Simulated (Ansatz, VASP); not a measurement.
# LiH: VASP beside Ansatz

The input INCAR:

```
SYSTEM = LiH
ALGO     = Normal         ! electronic algorithm
EDIFF    = 1E-7           ! SCF threshold, eV
EDIFFG   = -0.01          ! ionic threshold
ENCUT    = 750            ! plane-wave cutoff, eV
GGA      = PE             ! functional
GGA_COMPAT= .False.      
IBRION   = 2              ! ionic algorithm
ISIF     = 3              ! what is computed and relaxed
ISMEAR   = 0              ! smearing method
LASPH    = .True.         ! aspherical terms in the spheres
LCHARG   = .False.        ! write CHGCAR
LREAL    = .False.        ! projectors in reciprocal space
LWAVE    = .False.        ! write WAVECAR
NELM     = 120            ! most SCF steps
NELMIN   = 4            
NSW      = 100            ! ionic steps
PREC     = Accurate       ! precision mode
SIGMA    = 0.02           ! smearing width, eV
```

KPOINTS

```
k-points
0
Gamma
  12 12 12
  0 0 0
```

File POSCAR:

```
LiH
1.0
    2.5062775402      0.0000000000      0.0000000000
    0.0000000000      2.5062775402      0.0000000000
    0.0000000000      0.0000000000      2.5062775402
Li H
1 1
Direct
    0.5000000000      0.5000000000      0.5000000000
    0.0000000000      0.0000000000      0.0000000000
```

Input for Ansatz:

```yaml
crystal:
  lattice:
    - [2.5062775402, 0.0, 0.0]
    - [0.0, 2.5062775402, 0.0]
    - [0.0, 0.0, 2.5062775402]
  atoms:
    - { symbol: Li, position: [0.5, 0.5, 0.5] }
    - { symbol: H, position: [0.0, 0.0, 0.0] }
kpoints:
  mp_grid: { grid: [12, 12, 12] }
hamiltonian:
  xc: pbe
  pseudopotentials: { kind: nc, accuracy: standard }
scf:
  occupations: { method: gaussian, width: 0.02 }
output:
  forces: true
  eigenvalues: true
  stress: true
relax:
  adjacent_minimum: "off"
  f_tol: 0.01
  max_steps: 80
  cell: { stress_tol: 0.05 }
```

Alike in both runs: task relaxation of cell and atoms; functional PBE; k mesh 12 × 12 × 12; occupations gaussian, width 0.02 eV; no spin polarisation.

|  | VASP | Ansatz |
| --- | --- | --- |
| version | VASP 6.6.1 | Ansatz 0.2.0 |
| potentials or method | VASP PAW PBE potentials, release 64 (Li_sv, H) | scalar-relativistic, plane waves, norm-conserving potentials |
| plane-wave cutoff (eV) | 750 | 1007 |
| valence electrons in the cell | 4 | 4 |

|  | VASP | Ansatz | Ansatz less VASP |
| --- | --- | --- | --- |
| gap on the k mesh at the Fermi level, each at its own relaxed structure (eV) | 0.72 | 0.72 | -0.001 |
| relaxed volume (Å³/atom) | 7.87 | 7.88 | +0.009 |
| relaxed cell length with the largest relative difference (Å) | 2.506 | 2.507 | +0.0009 |

Noted on VASP's run: the relaxation stopped at its first step, so nothing moved.
